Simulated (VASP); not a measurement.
# ScRu3 (I4/mmm) in VASP: further runs, part 2 of 2

VASP 6.6.1. The steps go on from the part before.

## Step 4: Relaxation of cell and atoms, PBEsol+U

This run uses another cell than the first one, of 15.28 Å³/atom.

File INCAR:

```
SYSTEM = ScRu3
PREC = Accurate ; ENCUT = 600
EDIFF = 1E-6 ; ISMEAR = -1
SIGMA = 0.05 ; LREAL = .False.
LASPH = .True. ; NELM = 150
ALGO = Fast ; ISIF = 3
LWAVE = .False. ; LCHARG = .False.
LMAXMIX = 4 ; LDAU = .True.
LDAUTYPE = 2 ; LDAUL = 2 2
LDAUU = 4 4 ; LDAUJ = 0 0
LDAUPRINT = 1 ; GGA = PS
IBRION = 2 ; NSW = 60
EDIFFG = -0.01
```

File KPOINTS:

```
regular mesh
0
Gamma
  7 7 7
  0 0 0
```

File POSCAR:

```
ScRu3
1.0
   -1.9492590000      1.9492590000      4.0222910000
    1.9492590000     -1.9492590000      4.0222910000
    1.9492590000      1.9492590000     -4.0222910000
Ru Sc
3 1
Direct
    0.5000000000      0.5000000000      0.0000000000
    0.2500000000      0.7500000000      0.5000000000
    0.7500000000      0.2500000000      0.5000000000
    0.0000000000      0.0000000000      0.0000000000
```

Potentials or basis: VASP PAW PBE potentials, release 64 (Ru_pv, Sc_sv).

Launch:

```bash
$ cat potpaw_PBE.64/Ru_pv/POTCAR potpaw_PBE.64/Sc_sv/POTCAR > POTCAR
$ mpirun -np 1 vasp_std > vasp.out
```

OUTCAR:

```text
SYSTEM = ScRu3
   PREC = Accurate
   ENCUT = 600
   EDIFF = 1E-6
   ISMEAR = -1
   LREAL = .False.
   LASPH = .True.
   NELM = 150
   ISIF = 3
   GGA = PS
   IBRION = 2
   NSW = 60
   EDIFFG = -0.01

 ion  position               nearest neighbor table
   1  0.500  0.500  0.000-   4 2.76   4 2.76   4 2.76   4 2.76   3 2.80   2 2.80   3 2.80   3 2.80
                             2 2.80   2 2.80   3 2.80   2 2.80
   2  0.250  0.750  0.500-   3 2.76   3 2.76   3 2.76   3 2.76   4 2.80   1 2.80   4 2.80   1 2.80
                             4 2.80   4 2.80   1 2.80   1 2.80
   3  0.750  0.250  0.500-   2 2.76   2 2.76   2 2.76   2 2.76   4 2.80   1 2.80   4 2.80   4 2.80
                             1 2.80   1 2.80   4 2.80   1 2.80
   4  0.000  0.000  0.000-   1 2.76   1 2.76   1 2.76   1 2.76   3 2.80   2 2.80   3 2.80   2 2.80
                             3 2.80   3 2.80   2 2.80   2 2.80

  LATTYP: Found a body centered tetragonal cell.
 ALAT       =     3.8985180000
 C/A-ratio  =     2.0634974624

  Lattice vectors:

 A1 = (  -1.9492590000,   1.9492590000,   4.0222910000)
 A2 = (   1.9492590000,  -1.9492590000,   4.0222910000)
 A3 = (   1.9492590000,   1.9492590000,  -4.0222910000)

Analysis of symmetry for initial positions (statically):
=====================================================================
 Subroutine PRICEL returns:
 Original cell was already a primitive cell.

 Routine SETGRP: Setting up the symmetry group for a
 body centered tetragonal supercell.

 Subroutine GETGRP returns: Found 16 space group operations
 (whereof 16 operations were pure point group operations)
 out of a pool of 16 trial point group operations.

The static configuration has the point symmetry D_4h.

Analysis of symmetry for dynamics (positions and initial velocities):
=====================================================================
 Subroutine PRICEL returns:
 Original cell was already a primitive cell.

 Routine SETGRP: Setting up the symmetry group for a
 body centered tetragonal supercell.

 Subroutine GETGRP returns: Found 16 space group operations
 (whereof 16 operations were pure point group operations)
 out of a pool of 16 trial point group operations.

The dynamic configuration has the point symmetry D_4h.

 Subroutine INISYM returns: Found 16 space group operations
 (whereof 16 operations are pure point group operations),
 and found     1 'primitive' translations

----------------------------------------------------------------------------------------

                                     Primitive cell

  volume of cell :      61.1326

  direct lattice vectors                    reciprocal lattice vectors
    -1.949259000  1.949259000  4.022291000     0.000000000  0.256507729  0.124307267
     1.949259000 -1.949259000  4.022291000     0.256507729  0.000000000  0.124307267
     1.949259000  1.949259000 -4.022291000     0.256507729  0.256507729  0.000000000

  length of vectors
     4.876273801  4.876273801  4.876273801     0.285041246  0.285041246  0.362756710

  position of ions in fractional coordinates (direct lattice)
     0.500000000  0.500000000  0.000000000
     0.250000000  0.750000000  0.500000000
     0.750000000  0.250000000  0.500000000
     0.000000000  0.000000000  0.000000000

  ion indices of the primitive-cell ions
   primitive index   ion index
[... 57 lines left out ...]
 [... further k-points ...]
   k-points           NKPTS =     40   k-points in BZ     NKDIM =     40   number of bands    NBANDS=     31
   number of dos      NEDOS =    301   number of ions     NIONS =      4
   total plane-waves  NPLWV =  64000
   dimension x,y,z NGX =    40 NGY =   40 NGZ =   40
   dimension x,y,z NGXF=    80 NGYF=   80 NGZF=   80
   ions per type =               3   1
   NGX,Y,Z   is equivalent  to a cutoff of  13.64, 13.64, 13.64 a.u.
   NGXF,Y,Z  is equivalent  to a cutoff of  27.27, 27.27, 27.27 a.u.
 SYSTEM =  ScRu3
   PREC   = accura    normal or accurate (medium, high low for compatibility)
   ISTART =      0    job   : 0-new  1-cont  2-samecut
   ICHARG =      2    charge: 1-file 2-atom 10-const
   ISPIN  =      1    spin polarized calculation?
   LNONCOLLINEAR =      F non collinear calculations
   LSORBIT =      F    spin-orbit coupling
   LASPH  =      T    aspherical Exc in radial PAW
   ENCUT  =  600.0 eV  44.10 Ry    6.64 a.u.   9.74  9.74  9.74*2*pi/ulx,y,z
   NELM   =    150;   NELMIN=  2; NELMDL= -5     # of ELM steps
   EDIFF  = 0.1E-05   stopping-criterion for ELM
   LREAL  =      F    real-space projection
   EDIFFG = -.1E-01   stopping-criterion for IOM
   NSW    =     60    number of steps for IOM
   IBRION =      2    ionic relax: 0-MD 1-quasi-New 2-CG
   NFREE  =      1    steps in history (QN), initial steepest desc. (CG)
   ISIF   =      3    stress and relaxation
   ISYM   =      2    0-nonsym 1-usesym 2-fastsym
   POTIM  = 0.5000    time-step for ionic-motion
   TEBEG  =    0.0;   TEEND  =   0.0 temperature during run
   PSTRESS=    0.0 pullay stress
   NELECT =      53.0000    total number of electrons
   NUPDOWN=      -1.0000    fix difference up-down
   EMIN   =  10.00;   EMAX   =-10.00  energy-range for DOS
   EFERMI =   0.00;   METHOD = LEGACY
   ISMEAR =    -1;   SIGMA  =   0.05  broadening in eV -4-tet -1-fermi 0-gaus
   EFERMI_NEDOS =   21; number of points for ismear=-14 and -15
   IALGO  =     68    algorithm
   IMIX   =      4    mixing-type and parameters
     AMIX     =   0.40;   BMIX     =  1.00
     AMIX_MAG =   1.60;   BMIX_MAG =  1.00
  volume/ion in A,a.u.               =      15.28       103.14
  Fermi-wavevector in a.u.,A,eV,Ry     =   1.561023  2.949905 33.154573  2.436792
  Thomas-Fermi vector in A             =   2.664149
   LORBIT       =      0    0 simple, 1 ext, 2 COOP (PROOUT), +10 PAW based schemes
 LDA+U is selected, type is set to LDAUTYPE =  2
   angular momentum for each species LDAUL =     2    2
   U (eV)           for each species LDAUU =   4.0  4.0
   J (eV)           for each species LDAUJ =   0.0  0.0
   GGA     = PS    functional components
   LHFCALC =     F    Hartree Fock is set to
   AEXX    =    0.0000 exact exchange contribution
   IVDW    =     0    specifies the selected vdW correction
   LEPSILON=     F    determine dielectric tensor
   LRPA    =     F    only Hartree local field effects (RPA)
 conjugate gradient relaxation of ions
 non-spin polarized calculation
 RMM-DIIS sequential band-by-band and
  energy-cutoff  :      600.00
  volume of cell :       61.13
 maximum number of plane-waves:      2057
   NGX = 19   NGY = 19   NGZ = 19

--------------------------------------- Ionic step        1  -------------------------------------------

 number of electron      53.0000000 magnetization

 Free energy of the ion-electron system (eV)
  ---------------------------------------------------
  ext. energy  EPLUGINS =         0.00000000
  ---------------------------------------------------
  free energy    TOTEN  =       -21.07302253 eV

  energy without entropy =      -21.03960874  energy(sigma->0) =      -21.05631563

------------------------ aborting loop because EDIFF is reached ----------------------------------------

  FORCE on cell =-STRESS in cart. coord.  units (eV):
  Direction    XX          YY          ZZ          XY          YZ          ZX
  --------------------------------------------------------------------------------------
  -------------------------------------------------------------------------------------
  Total       -2.8924222     -2.8924222     -1.6585504      0.0000000      0.0000000      0.0000000
  in kB      -75.8053203    -75.8053203    -43.4677010      0.0000000      0.0000000      0.0000000
  external PRESSURE =     -65.0261139 kB  Pullay stress =       0.0000000 kB
[... 25 lines left out ...]
--------------------------------------- Ionic step        2  -------------------------------------------

 number of electron      53.0000001 magnetization

 E-fermi :  10.7464     XC(G=0): -13.6924

 val. band max:       10.7447549361   @ k =  -0.4286   0.1429  -0.0000
 cond. band min:      10.7611585695   @ k =   0.2857   0.2857   0.1429
 fundamental gap:      0.0164036334
 Fermi energy:        10.7463870930

 k-point     1 :       0.0000    0.0000    0.0000
  band No.  band energies     occupation
      1     -38.2325      2.00000
      2     -31.3820      2.00000
      3     -31.3820      2.00000
      4     -31.3543      2.00000
      5     -31.0374      2.00000
      6     -31.0374      2.00000
[... 1204 lines left out ...]
--------------------------------------- Ionic step        9  -------------------------------------------

 number of electron      53.0000000 magnetization

 Free energy of the ion-electron system (eV)
  ---------------------------------------------------
  ext. energy  EPLUGINS =         0.00000000
  ---------------------------------------------------
  free energy    TOTEN  =       -21.12407895 eV

  energy without entropy =      -21.09256246  energy(sigma->0) =      -21.10832071

 E-fermi :   9.9058     XC(G=0): -13.3445

 val. band max:        9.9050641560   @ k =  -0.4286   0.1429  -0.0000
 cond. band min:       9.9107685817   @ k =  -0.2857   0.2857   0.0000
 fundamental gap:      0.0057044257
 Fermi energy:         9.9058284329

 k-point     1 :       0.0000    0.0000    0.0000
  band No.  band energies     occupation
      1     -39.2847      2.00000
      2     -32.1671      2.00000
      3     -32.1671      2.00000
      4     -32.0958      2.00000
      5     -31.8350      2.00000
      6     -31.8350      2.00000
[... 838 lines left out ...]
  FREE ENERGIE OF THE ION-ELECTRON SYSTEM (eV)
  ---------------------------------------------------
  free  energy   TOTEN  =       -21.1240789529 eV

  energy  without entropy=      -21.0925624593  energy(sigma->0) =      -21.10832071

 reached required accuracy - stopping structural energy minimisation
```

Run time: 9.3 min. Hardware: 1 thread of Intel Xeon Platinum 8488C (Sapphire Rapids), shared host; peak memory 0.29 GiB.

Results:

```yaml
Free_energy: -21.1241 eV
Relaxed_volume: 14.81 Å³/atom
Relaxed_cell: a = 4.869 Å, b = 4.869 Å, c = 4.869 Å, α = 133.75°, β = 133.75°, γ = 67.48°
Space_group_after_relaxing_to_0.1_Å: I4/mmm (No. 139)
Energy_gained_by_relaxing: 12.8 meV/atom
Ionic_steps: 9
Pressure_after_relaxing: 0.0 GPa
Band_gap_on_the_k_mesh: zero (an odd number of electrons rules out a gap without spin polarisation)
```

Step by step:
| step | energy change (eV) | largest force (eV/Å) | pressure (GPa) | volume (Å³) |
| --- | --- | --- | --- | --- |
| 1 | 0.0000 | 0.0000 | -6.50 | 61.13 |
| 2 | 0.0981 | 0.0000 | 14.57 | 55.80 |
| 3 | -0.0446 | 0.0000 | 0.13 | 59.16 |
| 4 | -0.0446 | 0.0000 | 0.29 | 59.12 |
| 5 | -0.0495 | 0.0000 | 0.18 | 59.16 |
| 6 | -0.0510 | 0.0000 | 0.11 | 59.20 |
| 7 | -0.0510 | 0.0000 | 0.09 | 59.20 |
| 8 | -0.0510 | 0.0000 | -0.14 | 59.28 |
| 9 | -0.0511 | 0.0000 | 0.05 | 59.22 |

Final structure:
```yaml
crystal:
  lattice:
    - [-1.91229, 1.91229, 4.04877]
    - [1.91229, -1.91229, 4.04877]
    - [1.91229, 1.91229, -4.04877]
  atoms:
    - { symbol: Ru, position: [0.50000, 0.50000, 0.00000] }
    - { symbol: Ru, position: [0.25000, 0.75000, 0.50000] }
    - { symbol: Ru, position: [0.75000, 0.25000, 0.50000] }
    - { symbol: Sc, position: [0.00000, 0.00000, 0.00000] }
```

Eigenvalues of the final occupation matrices:
```tsv
site	spin	trace	eigenvalues
site 1 d	1	3.10	0.51 0.51 0.55 0.75 0.78
site 1 d	2	3.10	0.51 0.51 0.55 0.75 0.78
site 2 d	1	3.09	0.57 0.60 0.62 0.65 0.65
site 2 d	2	3.09	0.57 0.60 0.62 0.65 0.65
site 3 d	1	3.09	0.57 0.60 0.62 0.65 0.65
site 3 d	2	3.09	0.57 0.60 0.62 0.65 0.65
site 4 d	1	0.48	0.07 0.09 0.10 0.10 0.12
site 4 d	2	0.48	0.07 0.09 0.10 0.10 0.12
```

Caveat: the PAW data sets were made with another functional, which shifts forces and pressure a little; U without spin polarisation on a metal has little footing; the U is typed as a test and isn't derived for this compound.

## Step 5: Single point, r2SCAN+D4

This run uses another cell than the first one, of 14.77 Å³/atom.

File POSCAR:

```
ScRu3
1.0
   -1.9148278798      1.9148278798      4.0271884621
    1.9148278798     -1.9148278798      4.0271884621
    1.9148278798      1.9148278798     -4.0271884621
Ru Sc
3 1
Direct
    0.5000000000      0.5000000000      0.0000000000
    0.2500000000      0.7500000000      0.5000000000
    0.7500000000      0.2500000000      0.5000000000
    0.0000000000      0.0000000000      0.0000000000
```

File INCAR.step1:

```
SYSTEM = ScRu3
PREC = Accurate
ENCUT = 520
ISMEAR = -1
SIGMA = 0.05
LREAL = .False.
LASPH = .True.
NELM = 60
NBANDS = 34
GGA = PE
ALGO = Normal
EDIFF = 1E-4
LWAVE = .True.
LCHARG = .False.
```

File INCAR.step2:

```
SYSTEM = ScRu3
PREC = Accurate
ENCUT = 520
EDIFF = 1E-6
ISMEAR = -1
SIGMA = 0.05
LREAL = .False.
LASPH = .True.
NELM = 60
ALGO = Normal
ISIF = 2
LWAVE = .False.
LCHARG = .False.
METAGGA = R2SCAN
LMIXTAU = .True.
IVDW = 13
VDW_S6 = 1.0
VDW_S8 = 0.6018749
VDW_A1 = 0.51559235
VDW_A2 = 5.77342911
NBANDS = 34
ISTART = 1
```

File KPOINTS:

```
Automatic mesh
0
Gamma
  10 10 10
  0 0 0
```

Launch:

```bash
$ cat potpaw_PBE.64/Ru_pv/POTCAR potpaw_PBE.64/Sc_sv/POTCAR > POTCAR
$ cp INCAR.step1 INCAR
$ mpirun -np 1 vasp_std > vasp.out
$ cp INCAR.step2 INCAR
$ mpirun -np 1 vasp_std > vasp.out
```

Run time: 30 min. Hardware: 1 thread of Oxide Virtual Turin-like, shared host; peak memory 0.3 GiB.

The run converged. Its results:

| Item | Value |
| --- | --- |
| Free energy | -88.3980 eV |
| Pressure | 1.2 GPa |
| Band gap on the k mesh | zero (an odd number of electrons rules out a gap without spin polarisation) |
| Dispersion energy per atom | -0.157 eV |

Stress tensor (GPa, compression positive):
```
1.27 0.00 0.00
0.00 1.27 0.00
0.00 0.00 1.16
```

Levels at points of the mesh, in eV from the Fermi level:
| k point | band 23 | band 24 | band 25 | band 26 | band 27 | band 28 | band 29 | band 30 | band 31 | band 32 |
| --- | --- | --- | --- | --- | --- | --- | --- | --- | --- | --- |
| (0.00, 0.00, 0.00) | -1.60 | -0.39 | -0.39 | -0.26 | -0.14 | 1.07 | 2.66 | 3.34 | 3.47 | 4.36 |
| (0.50, 0.00, 0.00) | -2.12 | -1.97 | -0.82 | -0.43 | -0.27 | -0.20 | 1.37 | 1.46 | 2.10 | 2.80 |
| (0.50, 0.50, 0.00) | -1.54 | -0.90 | -0.79 | -0.41 | 0.20 | 0.87 | 1.35 | 1.58 | 1.69 | 3.94 |
| (0.50, 0.50, 0.50) | -0.28 | -0.18 | -0.18 | 1.08 | 1.08 | 1.17 | 1.75 | 2.66 | 4.52 | 4.52 |

Caveat: the PAW data sets were made with another functional, which shifts forces and pressure a little.

## Step 6: Overview

```tsv
task	level	potentials or basis	U	cell	k mesh	cutoff (eV)	gap on the mesh (eV)	pressure (GPa)
single point	PBEsol+U	VASP PAW PBE potentials, release 64 (Ru_sv, Sc_sv)	Ru d U = 2.0 eV, Sc d U = 2.0 eV	a = 4.845 Å, angles 133.5, 133.5, 67.8°, 4 atoms	7 × 7 × 7	600	none	1.4
single point	PBEsol+U	VASP PAW PBE potentials, release 64 (Ru_sv, Sc_sv)	Ru d U = 4.0 eV, Sc d U = 4.0 eV	a = 4.864 Å, angles 133.6, 133.6, 67.8°, 4 atoms	7 × 7 × 7	600	none	2.0
relaxation of cell and atoms	PBEsol+U	VASP PAW PBE potentials, release 64 (Ru_pv, Sc_sv)	Ru d U = 4.0 eV, Sc d U = 4.0 eV	relaxed from a = 4.876 Å, angles 132.9, 132.9, 68.8°, 4 atoms	7 × 7 × 7	600	none	0.0
single point	r2SCAN+D4	VASP PAW PBE potentials, release 64 (Ru_pv, Sc_sv)	-	a = 4.853 Å, angles 133.5, 133.5, 67.8°, 4 atoms	10 × 10 × 10	520	none	1.2
```

Alike in all rows: no spin polarisation; smearing fermi-dirac 0.05 eV.

Caveats: the PAW data sets were made with another functional, which shifts forces and pressure a little; U without spin polarisation on a metal has little footing (at least some runs); the U is typed as a test and isn't derived for this compound (at least some runs).

Total energies depend on the potentials used, so only differences within one code and one set of settings carry meaning.
